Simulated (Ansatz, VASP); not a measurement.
One calculation of PbO2, two programs

Contents of INCAR:

```
PREC = Accurate
ENCUT = 520
EDIFF = 1E-6
ISMEAR = -1
SIGMA = 0.05
LREAL = F
LASPH = T
NELM = 80
ALGO = Normal
ISIF = 2
LWAVE = F
LCHARG = F
GGA = PS
NBANDS = 35
```

File KPOINTS:

```
Automatic mesh
0
Gamma
  6 6 8
```

Contents of POSCAR:

```
PbO2
1.0
    4.9949598700      0.0000000000      0.0000000000
    0.0000000000      4.9949598700      0.0000000000
    0.0000000000      0.0000000000      3.4090009600
Pb O
2 4
Direct
    0.5000000000      0.5000000000      0.5000000000
    0.0000000000      0.0000000000      0.0000000000
    0.6925710400      0.6925710400      0.0000000000
    0.8074289600      0.1925710400      0.5000000000
    0.1925710400      0.8074289600      0.5000000000
    0.3074289600      0.3074289600      0.0000000000
```

Contents of input.yaml:

```yaml
crystal:
  lattice:
    - [4.99495987, 0.0, 0.0]
    - [0.0, 4.99495987, 0.0]
    - [0.0, 0.0, 3.40900096]
  atoms:
    - { symbol: Pb, position: [0.5, 0.5, 0.5] }
    - { symbol: Pb, position: [0.0, 0.0, 0.0] }
    - { symbol: O, position: [0.69257104, 0.69257104, 0.0] }
    - { symbol: O, position: [0.80742896, 0.19257104, 0.5] }
    - { symbol: O, position: [0.19257104, 0.80742896, 0.5] }
    - { symbol: O, position: [0.30742896, 0.30742896, 0.0] }
hamiltonian:
  xc: pbesol
  pseudopotentials: { kind: paw }
kpoints:
  mp_grid: { grid: [6, 6, 8] }
  band_path:
    path:
      - [[0.0, 0.0, 0.0], [0.0, 0.5, 0.0], [0.5, 0.5, 0.0], [0.0, 0.0, 0.0], [0.0, 0.0, 0.5], [0.0, 0.5, 0.5], [0.5, 0.5, 0.5], [0.0, 0.0, 0.5]]
      - [[0.0, 0.5, 0.0], [0.0, 0.5, 0.5]]
      - [[0.5, 0.5, 0.0], [0.5, 0.5, 0.5]]
    npoints: 14
scf:
  occupations: { method: fermi_dirac, width: 0.05 }
  n_extra_bands: 15
output:
  forces: true
  stress: true
  eigenvalues: true
  fatbands: true
  write_density: true
  write_potential: true
  elf: true
  volumetric_format: npy
```

Alike in both runs: functional PBEsol; k mesh 6 × 6 × 8; occupations fermi-dirac, width 0.05 eV; no spin polarisation.

|  | VASP | Ansatz |
| --- | --- | --- |
| version | VASP 6.6.1 | Ansatz 0.2.0 |
| potentials or method | VASP PAW PBE potentials, release 64 (Pb_d, O) | Ansatz PAW |
| plane-wave cutoff (eV) | 520 | 420 |
| valence electrons in the cell | 52 | 52 |
| task | single point | band structure |

VASP gave:

| Quantity | Value |
| --- | --- |
| pressure (GPa) | 0.5 |
| traceless stress, the component that is largest in VASP (GPa) | 0.13 |
| rms of the force components (eV/Å) | 0.003 |

Problem. Which values does Ansatz return?

Solution. Pressure (GPa): 0.2; traceless stress, the component that is largest in VASP (GPa): 0.00; rms of the force components (eV/Å): 0.008.

VASP's potentials were made for PBE, not for PBEsol. Atom by atom the forces differ by 0.005 eV/Å (rms over components). With one functional, cell and mesh, what is left measures potentials, basis and numerics.

Neither program's run includes spin-orbit coupling.
